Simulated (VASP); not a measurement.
Runs of VASP 6.6.1 on CaZr2N3. The structure is that of space group P4/mmm (No. 123), or close to it. The cells are those of the table. The cell was generated, and may not be a known phase.

| task | spin | cell | cutoff (eV) | gap on the mesh (eV) | pressure (GPa) |
| --- | --- | --- | --- | --- | --- |
| single point | off | a = 4.240, b = 4.240, c = 5.221 Å, 6 atoms | 520 | none | (a) |
| single point | collinear | a = 4.305, b = 4.305, c = 5.748 Å, 6 atoms | 520 | none | 0.5 |
| relaxation of cell and atoms | off | relaxed from a = 4.240, b = 4.240, c = 5.221 Å, 6 atoms | 600 | none | 0.2 |
| single point | off | a = 4.305, b = 4.305, c = 5.748 Å, 6 atoms | 520 | none | 0.2 |

Alike in all rows: level PBE; potentials or basis VASP PAW PBE potentials, release 64 (Ca_sv, Zr_sv, N); k mesh 4 × 4 × 4; smearing gaussian 0.1 eV.

**Question.** Fill in the values left out.

**Answer.** (a) 10.9.

Caveats: all runs use coarse meshes; an odd number of electrons without spin polarisation forces a metal (at least some runs); a magnetic or distorted state may lie lower (at least some runs); a moment this small can come from the mesh or the smearing (at least some runs).

A k mesh can miss the band edges, and the runs leave out spin-orbit coupling on Zr.

A gap of «none» marks levels without a gap at the run's occupations.
